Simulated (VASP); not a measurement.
Here is a VASP 6.6.1 calculation.

Contents of INCAR:

```
ALGO     = Normal         # electronic algorithm
EDIFF    = 1E-7           # SCF threshold, eV
ENCUT    = 520            # plane-wave cutoff, eV
GGA      = PS             # functional
GGA_COMPAT= False        
ISIF     = 2              # what is computed and relaxed
ISMEAR   = -1             # smearing method
IVDW     = 12             # dispersion correction
LASPH    = True           # aspherical terms in the spheres
LCHARG   = False          # write CHGCAR
LMAXMIX  = 4              # l up to which the mixer works
LORBIT   = 11             # projections on sites
LORBMOM  = True         
LREAL    = False          # projectors in reciprocal space
LSORBIT  = True           # spin-orbit coupling
LWAVE    = False          # write WAVECAR
MAGMOM   = 0 0 0 0 0 0    # initial moments
NBANDS   = 27             # bands
NELM     = 150            # most SCF steps
PREC     = Accurate       # precision mode
SIGMA    = 0.08           # smearing width, eV
```

The input KPOINTS:

```
k-points
0
Gamma
  14 14 14
```

The input POSCAR:

```
HfN
1.0
    0.0000000000      2.2510434732      2.2510434732
    2.2510434732      0.0000000000      2.2510434732
    2.2510434732      2.2510434732      0.0000000000
Hf N
1 1
Direct
    0.0000000000      0.0000000000      0.0000000000
    0.5000000000      0.5000000000      0.5000000000
```

Potentials or basis: VASP PAW PBE potentials, release 64 (Hf_pv, N).

Run with:

```console
$ cat potpaw_PBE.64/Hf_pv/POTCAR potpaw_PBE.64/N/POTCAR > POTCAR
$ mpirun -np 1 vasp_ncl > vasp.out
```

Task: Estimate the dispersion energy per atom.

Result: -0.392 eV.

Task: Estimate the pressure.

Result: -7.6 GPa.

Task: Estimate the net moment.

Result: 0.00 μB per cell.

Moments on the atoms (μB; x, y, z):
```
Hf  0.00 0.00 0.00
N   0.00 0.00 0.00
```

Caveat: the PAW data sets were made with another functional, which shifts forces and pressure a little.
